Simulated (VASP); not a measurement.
Input of a VASP 6.6.1 run:

The input INCAR:

```
ALGO = Normal
EDIFF = 1E-6
ENCUT = 500
GGA = PE
GGA_COMPAT = False
ISIF = 2
ISMEAR = -1
LASPH = True
LCHARG = False
LREAL = False
LWAVE = False
NBANDS = 8
NELM = 120
PREC = Accurate
SIGMA = 0.1
```

File KPOINTS:

```
k-points
0
Gamma
  4 4 4
```

File POSCAR:

```
Al
1.0
    0.0000000000      1.9976317802      1.9976317802
    1.9976317802      0.0000000000      1.9976317802
    1.9976317802      1.9976317802      0.0000000000
Al
1
Direct
    0.0000000000      0.0000000000      0.0000000000
```

Potentials or basis: VASP PAW PBE potentials, release 64 (Al).

The run is started by

```sh
$ cat potpaw_PBE.64/Al/POTCAR > POTCAR
$ mpirun -np 1 vasp_std > vasp.out
```

Q: What does it give for the pressure?

A: 4.1 GPa.

Caveat: the k points lie up to 0.68 Å⁻¹ apart.
